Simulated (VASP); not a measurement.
ZrP3Os: single point with PBE

The system is ZrP3Os.

```
Zr P Os
1.0
     3.80519    0.00000    0.00000
     0.00000    3.80519    0.00000
     0.00000    0.00000    8.77967
Zr P Os
1 3 1
Cartesian
  0.0000 0.0000 4.3898
  1.9026 1.9026 6.6286
  1.9026 1.9026 2.1511
  1.9026 1.9026 0.0000
  1.9026 1.9026 4.3898
```

The cell was generated, and may not be a known phase.

```
Program                : VASP 6.6.1
Task                   : single point
Functional             : PBE
Potentials or basis    : VASP PAW PBE potentials, release 64 (Zr_sv, P, Os_sv_GW)
Cutoff                 : 560 eV
k mesh                 : 4 × 4 × 4
Occupations            : gaussian, width 0.1 eV
Spin                   : no spin polarisation
Dipole correction      : no
Further INCAR settings : ALGO = Normal; EDIFF = 1e-06; NBANDS = 30
```

The pressure is -0.3 GPa and the largest force is 0.016 eV/Å. The band gap on the k mesh is zero (an odd number of electrons rules out a gap without spin polarisation).

Forces on the atoms (eV/Å):
```
Zr   0.000  0.000  0.000
P    0.000  0.000  0.016
P    0.000  0.000 -0.016
P    0.000  0.000  0.000
Os   0.000  0.000  0.000
```

Stress tensor (GPa, compression positive):
```
-0.18  0.00  0.00
 0.00 -0.18  0.00
 0.00  0.00 -0.53
```

Levels at points of the mesh, in eV from the Fermi level:
```tsv
k point	band 17	band 18	band 19	band 20	band 21	band 22	band 23	band 24	band 25	band 26
(0.00, 0.00, 0.00)	-3.33	-1.95	-1.35	-1.35	0.67	1.35	1.35	1.79	1.79	2.30
(0.50, 0.00, 0.00)	-2.06	-1.66	-1.41	-1.28	-0.40	-0.26	-0.15	0.19	0.74	1.02
(0.50, 0.50, 0.00)	-3.34	-3.15	-1.31	-0.47	-0.45	-0.45	-0.04	-0.04	0.52	2.49
(0.00, 0.00, 0.50)	-3.38	-0.57	-0.57	-0.40	-0.40	0.37	0.50	2.30	2.30	2.80
(0.50, 0.00, 0.50)	-2.31	-1.41	-1.01	-0.82	-0.64	-0.33	-0.27	1.02	1.18	1.59
(0.50, 0.50, 0.50)	-2.57	-2.57	-2.18	-2.18	-0.47	0.56	1.44	2.04	2.04	2.49
```

Wall time 87 s on 1 thread of Intel(R) Xeon(R) Platinum 8488C (Sapphire Rapids), with other jobs on the host, peak memory 0.29 GiB.

Caveat: the k points lie up to 0.41 Å⁻¹ apart, too coarse for converged energies and pressures of a metal; spin-orbit coupling is left out, which moves the levels of the heavy elements; an odd number of electrons without spin polarisation forces a metal; a magnetic or distorted state may lie lower.
